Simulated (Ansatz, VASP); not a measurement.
**CaO in VASP and in Ansatz**

```
Ca O
1.0
     4.02025    0.00000    0.00000
    -2.01013    3.48164    0.00000
     0.00000    0.00000    4.81768
Ca O
2 2
Direct
  0.33333 0.66667 0.93750
  0.66667 0.33333 0.43750
  0.33333 0.66667 0.43750
  0.66667 0.33333 0.93750
```

Alike in both runs: task single point; functional r2SCAN; k mesh 6 × 6 × 4; no spin polarisation.

```csv
,VASP,Ansatz
version,VASP 6.6.1,Ansatz 0.2.0
potentials or method,"VASP PAW PBE potentials, release 64 (Ca_sv, O)","plane waves, PAW"
plane-wave cutoff (eV),520,500
occupations,"gaussian, width 0.01 eV",fixed
valence electrons in the cell,32,32
```

|  | VASP | Ansatz | Ansatz less VASP |
| --- | --- | --- | --- |
| gap on the k mesh at the Fermi level (eV) | 3.51 | 3.53 | +0.019 |
| pressure (GPa) | -1.8 | -2.6 | -0.87 |
| traceless stress, the component that is largest in VASP (GPa) | -0.28 | -0.22 | +0.052 |

VASP's potentials were made for PBE, not for r2SCAN.
